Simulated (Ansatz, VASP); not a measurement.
This is a calculation of Ta3N for VASP 6.6.1.

File INCAR:

```
SYSTEM = Ta3N
PREC = Accurate ; ENCUT = 700
EDIFF = 1E-6 ; ISMEAR = -1
SIGMA = 0.05 ; LREAL = .FALSE.
LASPH = .TRUE. ; NELM = 120
ALGO = Normal ; ISIF = 2
LWAVE = .FALSE. ; LCHARG = .FALSE.
NBANDS = 30 ; GGA_COMPAT = .FALSE.
```

Contents of KPOINTS:

```
Automatic mesh
0
G
  10 10 4
  0 0 0
```

Contents of POSCAR:

```
Ta3N
1.0
    3.0916944585      0.0000000000      0.0000000000
   -1.5458472293      2.6774859418      0.0000000000
    0.0000000000      0.0000000000      7.6717065629
Ta N
3 1
Direct
    0.6666666667      0.3333333333      0.8260700000
    0.3333333333      0.6666666667      0.1739300000
    0.0000000000      0.0000000000      0.5000000000
    0.0000000000      0.0000000000      0.0000000000
```

Potentials or basis: VASP PAW LDA potentials, release 64 (Ta_sv_GW, N).

Launch:

```bash
$ cat potpaw_LDA.64/Ta_sv_GW/POTCAR potpaw_LDA.64/N/POTCAR > POTCAR
$ mpirun -np 1 vasp_std > vasp.out
```

Problem. Translate it to Ansatz 0.2.0. Potentials there: Ansatz PAW.

Solution. As run (the cutoff follows the program's own potentials):

input.yaml

```yaml
crystal:
  lattice:
    - [3.0916944585, 0.0, 0.0]
    - [-1.5458472293, 2.6774859418, 0.0]
    - [0.0, 0.0, 7.6717065629]
  atoms:
    - { symbol: Ta, position: [0.6666666667, 0.3333333333, 0.82607] }
    - { symbol: Ta, position: [0.3333333333, 0.6666666667, 0.17393] }
    - { symbol: Ta, position: [0.0, 0.0, 0.5] }
    - { symbol: "N", position: [0.0, 0.0, 0.0] }
hamiltonian:
  xc: lda
  pseudopotentials: { kind: paw }
kpoints:
  mp_grid: { grid: [10, 10, 4] }
scf:
  occupations: { method: fermi_dirac, width: 0.05 }
output:
  forces: true
  stress: true
  eigenvalues: true
```

Potentials or basis: Ansatz PAW.

Command:

```bash
$ ansatz run input.yaml --threads 2 --pin off --max-ram 5632MiB --backend cpu --events-out ev --progress --plain --runs-dir out
```

Both were run:

|  | VASP | Ansatz | Ansatz less VASP |
| --- | --- | --- | --- |
| gap on the k mesh at the Fermi level (eV) | none | none | - |
| pressure (GPa) | -24.2 | -24.6 | -0.39 |
| traceless stress, the component that is largest in VASP (GPa) | 0.15 | 0.13 | -0.023 |
| rms of the force components (eV/Å) | 0.331 | 0.341 | +0.0098 |

LDA's correlation is that of Perdew and Zunger in VASP and of Perdew and Wang (1992) in Ansatz. Atom by atom the forces differ by 0.010 eV/Å (rms over components). A gap of «none» marks a metal or a gap that the smearing closes.

Spin-orbit coupling is off throughout.
